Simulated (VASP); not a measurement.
# CdAg3 in VASP: single point with PBE

Aim: the single point of CdAg3 with PBE.

Everything below comes from runs of VASP 6.6.1. Logs are shortened: lines on timing, memory, paths and dates and some standing lists are left out, and cuts for length are marked.

## Step 1: The cell of the first run

The cell holds a sheet with vacuum, 4 atoms: a = 6.967 Å, b = 6.967 Å, c = 14.000 Å, α = 90.00°, β = 90.00°, γ = 120.00°.

The cell was built from a structure type or drawn by symmetry, and may not be a known phase.

## Step 2: Single point, PBE

INCAR

```
SYSTEM = CdAg3
  PREC = Accurate
  ENCUT = 520
  EDIFF = 1E-6
  ISMEAR = 0
  SIGMA = 0.1
  LREAL = .False.
  LASPH = .True.
  NELM = 60
  ALGO = Normal
  ISIF = 2
  LWAVE = .False.
  LCHARG = .False.
  LDIPOL = .True.
  IDIPOL = 3
  DIPOL = 0.5 0.5 0.500
  GGA = PE
  NBANDS = 30
```

KPOINTS

```
Automatic mesh
0
Gamma
  3 3 1
  0 0 0
```

POSCAR

```
CdAg3
1.0
    6.9672330000      0.0000000000      0.0000000000
   -3.4836160000      6.0338010000      0.0000000000
    0.0000000000      0.0000000000     14.0000000000
Cd Ag
1 3
Direct
    0.0000000000      0.0000000000      0.5000000000
    0.4795763400      0.0000000000      0.5000000000
    0.0000000000      0.4795763400      0.5000000000
    0.5204236600      0.5204236600      0.5000000000
```

Potentials or basis: VASP PAW PBE potentials, release 64 (Cd, Ag).

Started as:

```bash
cat potpaw_PBE.64/Cd/POTCAR potpaw_PBE.64/Ag/POTCAR > POTCAR
mpirun -np 1 vasp_std > vasp.out
```

OUTCAR:

```text
SYSTEM = CdAg3
   PREC = Accurate
   ENCUT = 520
   EDIFF = 1E-6
   ISMEAR = 0
   LREAL = .False.
   LASPH = .True.
   NELM = 60
   ISIF = 2
   GGA = PE

 ion  position               nearest neighbor table
   1  0.000  0.000  0.500-   3 3.34   2 3.34   4 3.34   3 3.63   2 3.63   4 3.63
   2  0.480  0.000  0.500-   1 3.34   4 3.49   4 3.49   3 3.49   3 3.49   1 3.63
   3  0.000  0.480  0.500-   1 3.34   4 3.49   4 3.49   2 3.49   2 3.49   1 3.63
   4  0.520  0.520  0.500-   1 3.34   2 3.49   3 3.49   2 3.49   3 3.49   1 3.63

  LATTYP: Found a hexagonal cell.
 ALAT       =     6.9672330000
 C/A-ratio  =     2.0094060296

  Lattice vectors:

 A1 = (   6.9672330000,   0.0000000000,   0.0000000000)
 A2 = (  -3.4836160000,   6.0338010000,   0.0000000000)
 A3 = (   0.0000000000,   0.0000000000,  14.0000000000)

Analysis of symmetry for initial positions (statically):
=====================================================================
 Subroutine PRICEL returns:
 Original cell was already a primitive cell.

 Routine SETGRP: Setting up the symmetry group for a
 hexagonal supercell.

 Subroutine GETGRP returns: Found 12 space group operations
 (whereof 12 operations were pure point group operations)
 out of a pool of 24 trial point group operations.

The static configuration has the point symmetry D_3h.

Analysis of symmetry for dynamics (positions and initial velocities):
=====================================================================
 Subroutine PRICEL returns:
 Original cell was already a primitive cell.

 Routine SETGRP: Setting up the symmetry group for a
 hexagonal supercell.

 Subroutine GETGRP returns: Found 12 space group operations
 (whereof 12 operations were pure point group operations)
 out of a pool of 24 trial point group operations.

The dynamic configuration has the point symmetry D_3h.

 Subroutine INISYM returns: Found 12 space group operations
 (whereof 12 operations are pure point group operations),
 and found     1 'primitive' translations

----------------------------------------------------------------------------------------

                                     Primitive cell

  volume of cell :     588.5446

  direct lattice vectors                    reciprocal lattice vectors
     6.967233000  0.000000000  0.000000000     0.143529002  0.082866493  0.000000000
    -3.483616000  6.033801000  0.000000000     0.000000000  0.165733010  0.000000000
     0.000000000  0.000000000 14.000000000     0.000000000  0.000000000  0.071428571

  length of vectors
     6.967233000  6.967232947 14.000000000     0.165733009  0.165733010  0.071428571

  position of ions in fractional coordinates (direct lattice)
     0.000000000  0.000000000  0.500000000
     0.479576340  0.000000000  0.500000000
     1.000000000  0.479576340  0.500000000
     0.520423660  0.520423660  0.500000000

  ion indices of the primitive-cell ions
   primitive index   ion index
                 1           1
                 2           2
                 3           3
                 4           4

----------------------------------------------------------------------------------------

 KPOINTS: Automatic mesh

Automatic generation of k-mesh.
 Grid dimensions read from file:
 generate k-points for:    3    3    1

 Generating k-lattice:

  Cartesian coordinates                     Fractional coordinates (reciprocal lattice)
     0.047843001  0.027622164  0.000000000     0.333333333 -0.000000000  0.000000000
     0.000000000  0.055244337  0.000000000     0.000000000  0.333333333  0.000000000
     0.000000000  0.000000000  0.071428571     0.000000000  0.000000000  1.000000000

  Length of vectors
     0.055244336  0.055244337  0.071428571

  Shift w.r.t. Gamma in fractional coordinates (k-lattice)
     0.000000000  0.000000000  0.000000000

 Subroutine IBZKPT returns following result:
 ===========================================

 Found      3 irreducible k-points:

 Following reciprocal coordinates:
            Coordinates               Weight
  0.000000  0.000000  0.000000      1.000000
  0.333333  0.000000  0.000000      6.000000
  0.333333  0.333333  0.000000      2.000000
   k-points           NKPTS =      3   k-points in BZ     NKDIM =      3   number of bands    NBANDS=     30
   number of dos      NEDOS =    301   number of ions     NIONS =      4
   total plane-waves  NPLWV = 314928
   dimension x,y,z NGX =    54 NGY =   54 NGZ =  108
   dimension x,y,z NGXF=   108 NGYF=  108 NGZF=  216
   ions per type =               1   3
   NGX,Y,Z   is equivalent  to a cutoff of  12.89, 12.89, 12.82 a.u.
   NGXF,Y,Z  is equivalent  to a cutoff of  25.77, 25.77, 25.65 a.u.
 SYSTEM =  CdAg3
   PREC   = accura    normal or accurate (medium, high low for compatibility)
   ISTART =      0    job   : 0-new  1-cont  2-samecut
   ICHARG =      2    charge: 1-file 2-atom 10-const
   ISPIN  =      1    spin polarized calculation?
   LNONCOLLINEAR =      F non collinear calculations
   LSORBIT =      F    spin-orbit coupling
   LASPH  =      T    aspherical Exc in radial PAW
   ENCUT  =  520.0 eV  38.22 Ry    6.18 a.u.  12.95 12.95 26.03*2*pi/ulx,y,z
   NELM   =     60;   NELMIN=  2; NELMDL= -5     # of ELM steps
   EDIFF  = 0.1E-05   stopping-criterion for ELM
   LREAL  =      F    real-space projection
   EDIFFG = 0.1E-04   stopping-criterion for IOM
   NSW    =      0    number of steps for IOM
   IBRION =     -1    ionic relax: 0-MD 1-quasi-New 2-CG
   NFREE  =      0    steps in history (QN), initial steepest desc. (CG)
   ISIF   =      2    stress and relaxation
   ISYM   =      2    0-nonsym 1-usesym 2-fastsym
   POTIM  = 0.5000    time-step for ionic-motion
   TEBEG  =    0.0;   TEEND  =   0.0 temperature during run
   PSTRESS=    0.0 pullay stress
   NELECT =      45.0000    total number of electrons
   NUPDOWN=      -1.0000    fix difference up-down
   EMIN   =  10.00;   EMAX   =-10.00  energy-range for DOS
   EFERMI =   0.00;   METHOD = LEGACY
   ISMEAR =     0;   SIGMA  =   0.10  broadening in eV -4-tet -1-fermi 0-gaus
   EFERMI_NEDOS =   21; number of points for ismear=-14 and -15
   IALGO  =     38    algorithm
   IMIX   =      4    mixing-type and parameters
     AMIX     =   0.40;   BMIX     =  1.00
     AMIX_MAG =   1.60;   BMIX_MAG =  1.00
  volume/ion in A,a.u.               =     147.14       992.92
  Fermi-wavevector in a.u.,A,eV,Ry     =   0.694842  1.313060  6.568961  0.482805
  Thomas-Fermi vector in A             =   1.777448
   LORBIT       =      0    0 simple, 1 ext, 2 COOP (PROOUT), +10 PAW based schemes
   GGA     = PE    functional components
   LHFCALC =     F    Hartree Fock is set to
   AEXX    =    0.0000 exact exchange contribution
   IVDW    =     0    specifies the selected vdW correction
   LEPSILON=     F    determine dielectric tensor
   LRPA    =     F    only Hartree local field effects (RPA)
 non-spin polarized calculation
 Gauss-broadening in eV      SIGMA  =   0.10
  energy-cutoff  :      520.00
  volume of cell :      588.54
 maximum number of plane-waves:     15855
 NGX is ok and might be reduce to    54
   NGX = 25   NGY = 25   NGZ = 53

 dipolmoment           0.000000      0.000000     -0.000000 electrons x Angstroem

 number of electron      45.0000018 magnetization

 dipolmoment           0.000000      0.000000      0.000000 electrons x Angstroem

 Free energy of the ion-electron system (eV)
  ---------------------------------------------------
  ext. energy  EPLUGINS =         0.00000000
  ---------------------------------------------------
  free energy    TOTEN  =        -4.65805713 eV

  energy without entropy =       -4.62114922  energy(sigma->0) =       -4.63960318

 E-fermi :  -2.5813     XC(G=0):  -2.7472

 val. band max:       -2.5961219511   @ k =   0.3333   0.0000   0.0000
 cond. band min:      -2.3398789337   @ k =   0.3333   0.0000   0.0000
 fundamental gap:      0.2562430174
 Fermi energy:        -2.5813011617

 k-point     1 :       0.0000    0.0000    0.0000
  band No.  band energies     occupation
      1     -11.1745      2.00000
      2     -11.1405      2.00000
      3     -11.1405      2.00000
      4     -11.1234      2.00000
      5     -11.1234      2.00000
      6      -6.9508      2.00000
[... 22 lines left out ...]
     29       1.0034      0.00000
     30       1.7208      0.00000

 k-point     2 :       0.3333    0.0000    0.0000
  band No.  band energies     occupation
      1     -11.1700      2.00000
      2     -11.1401      2.00000
      3     -11.1394      2.00000
      4     -11.1188      2.00000
      5     -11.1139      2.00000
      6      -6.6909      2.00000
[... 22 lines left out ...]
     29       1.4540      0.00000
     30       1.8383      0.00000

 k-point     3 :       0.3333    0.3333    0.0000
  band No.  band energies     occupation
      1     -11.1674      2.00000
      2     -11.1394      2.00000
      3     -11.1394      2.00000
      4     -11.1130      2.00000
      5     -11.1130      2.00000
      6      -6.4579      2.00000
[... 22 lines left out ...]
     29       0.5030      0.00000
     30       2.3001      0.00000

------------------------ aborting loop because EDIFF is reached ----------------------------------------

 vacuum level on the upper side and lower side of the slab       (xc-potential included)        -0.104        -0.104

  FORCE on cell =-STRESS in cart. coord.  units (eV):
  Direction    XX          YY          ZZ          XY          YZ          ZX
  --------------------------------------------------------------------------------------
  -------------------------------------------------------------------------------------
  Total       -7.6655376     -7.6655382     -0.0244334     -0.0000006     -0.0000000      0.0000000
  in kB      -20.8676647    -20.8676663     -0.0665144     -0.0000017     -0.0000000      0.0000000
  external PRESSURE =     -13.9339485 kB  Pullay stress =       0.0000000 kB

 VOLUME and BASIS-vectors are now :
 -----------------------------------------------------------------------------
  energy-cutoff  :      520.00
  volume of cell :      588.54
      direct lattice vectors                 reciprocal lattice vectors
     6.967233000  0.000000000  0.000000000     0.143529002  0.082866493  0.000000000
    -3.483616000  6.033801000  0.000000000     0.000000000  0.165733010  0.000000000
     0.000000000  0.000000000 14.000000000     0.000000000  0.000000000  0.071428571

 POSITION                                       TOTAL-FORCE (eV/Angst)
 -----------------------------------------------------------------------------------
      0.00000      0.00000      7.00000         0.000000      0.000000      0.000000
      3.34132      0.00000      7.00000        -0.039293     -0.000000      0.000000
     -1.67066      2.89367      7.00000         0.019646     -0.034029      0.000000
      1.81296      3.14013      7.00000         0.019646      0.034029     -0.000000
 -----------------------------------------------------------------------------------
    total drift:                               -0.000001     -0.000002      0.000001

  FREE ENERGIE OF THE ION-ELECTRON SYSTEM (eV)
  ---------------------------------------------------
  free  energy   TOTEN  =        -4.6580571306 eV

  energy  without entropy=       -4.6211492242  energy(sigma->0) =       -4.63960318

 vacuum level on the upper side and lower side of the slab         1.290         1.290
```

Run time: 92 s. Hardware: 1 thread of Intel Xeon Platinum 8488C (Sapphire Rapids), shared host; peak memory 0.65 GiB.

Results:

```yaml
Free_energy: -4.6581 eV
Largest_force: 0.039 eV/Å
Band_gap_on_the_k_mesh: zero (an odd number of electrons rules out a gap without spin polarisation)
```

Forces in eV/Å, atoms in the order of the input:
```
Cd   0.000  0.000  0.000
Ag  -0.039  0.000  0.000
Ag   0.020 -0.034  0.000
Ag   0.020  0.034  0.000
```

Levels at points of the mesh, in eV from the Fermi level:
```csv
k point,band 21,band 22,band 23,band 24,band 25,band 26
"(0.00, 0.00, 0.00)",-3.14,0.29,0.87,0.87,1.14,1.54
```
